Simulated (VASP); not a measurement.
Sb:

```
Sb
1.0
    -1.28794    2.10728    2.57350
     1.28794   -2.10728    2.57350
     1.28794    2.10728   -2.57350
Sb
1
Cartesian
  1.2879 0.0000 0.0000
```

The cell was generated, and may not be a known phase.

* Program: VASP 6.6.1
* Task: relaxation of cell and atoms
* Functional: PBE
* Potentials or basis: VASP PAW PBE potentials, release 64 (Sb)
* Cutoff: 600 eV
* k mesh: 8 × 8 × 8
* Occupations: gaussian, width 0.1 eV
* Spin: no spin polarisation

At the start: pressure 15.5 GPa; volume 27.94 Å³/atom.

**Question.** Where does the relaxation end?

**Answer.** Over 21 steps the energy falls by 664.4 meV/atom and the volume is 27.72 Å³/atom (-0.8 %); space group Immm (No. 71, to 0.1 Å) before and after.

The path:
```csv
step,energy change (eV),largest force (eV/Å),pressure (GPa),volume (Å³)
1,0.0000,0.0000,15.55,27.94
2,-0.2007,0.0000,-9.01,39.13
3,-0.4432,0.0000,-4.13,33.00
4,-0.4433,0.0000,-4.67,33.33
5,-0.6002,0.0000,-3.11,30.13
6,-0.6393,0.0000,-0.94,28.41
7,-0.6423,0.0000,0.03,27.85
8,-0.6429,0.0000,0.41,27.63
9,-0.6445,0.0000,1.26,27.18
10,-0.6385,0.0000,3.41,26.29
11,-0.6446,0.0000,1.57,27.04
12,-0.6533,0.0000,-0.15,27.64
13,-0.6534,0.0000,-0.05,27.61
14,-0.6547,0.0000,-0.01,27.61
15,-0.6609,0.0000,-0.09,27.61
16,-0.6620,0.0000,0.07,27.55
17,-0.6626,0.0000,0.09,27.57
18,-0.6634,0.0000,-0.01,27.60
19,-0.6643,0.0000,0.18,27.59
20,-0.6643,0.0000,0.17,27.59
21,-0.6644,0.0000,-0.12,27.72
```

Final structure:
```
CELL_PARAMETERS angstrom
-1.63886 1.98844 2.12687
1.63886 -1.98844 2.12687
1.63886 1.98844 -2.12687
ATOMIC_POSITIONS crystal
Sb 0.00000 0.50000 0.50000
```
